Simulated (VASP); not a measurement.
## MgB2: single point with PBEsol

Crystal: MgB2.

```
CELL_PARAMETERS angstrom
3.08500 0.00000 0.00000
-1.54250 2.67169 0.00000
0.00000 0.00000 3.52300
ATOMIC_POSITIONS crystal
Mg 0.00000 0.00000 0.05000
B 0.33333 0.66667 0.50000
B 0.66667 0.33333 0.50000
```

* Program: VASP 6.6.1
* Task: single point
* Functional: PBEsol
* Potentials or basis: VASP PAW PBE potentials, release 64 (Mg, B)
* Cutoff: 600 eV
* k mesh: 7 × 7 × 6
* Occupations: gaussian, width 0.1 eV
* Spin: no spin polarisation

```yaml
Pressure: -1.4 GPa
Largest_force: 1.190 eV/Å
Band_gap_on_the_k_mesh: zero (band 4 reaches 6.04 eV, above the bottom of band 5 at 3.96 eV)
```

Forces in eV/Å, atoms in the order of the input:
```
Mg   0.000  0.000 -1.190
B    0.000  0.000  0.595
B    0.000  0.000  0.595
```

Stress tensor (GPa, compression positive):
```
-1.94  0.00  0.00
 0.00 -1.94  0.00
 0.00  0.00 -0.24
```

Levels at points of the mesh, in eV from the Fermi level:
| k point | band 1 | band 2 | band 3 | band 4 | band 5 | band 6 | band 7 | band 8 | band 9 |
| --- | --- | --- | --- | --- | --- | --- | --- | --- | --- |
| (0.00, 0.00, 0.00) | -12.26 | -2.75 | 0.47 | 0.47 | 1.78 | 6.37 | 6.37 | 8.22 | 10.13 |
| (0.00, 0.00, 0.50) | -11.01 | -7.22 | 0.84 | 0.84 | 6.69 | 6.69 | 8.06 | 10.07 | 10.07 |

Wall time 14 s on 1 thread of Intel Xeon 6975P-C, on a shared host, peak memory 0.16 GiB.

Caveat: the PAW data sets were made with another functional, which shifts forces and pressure a little.
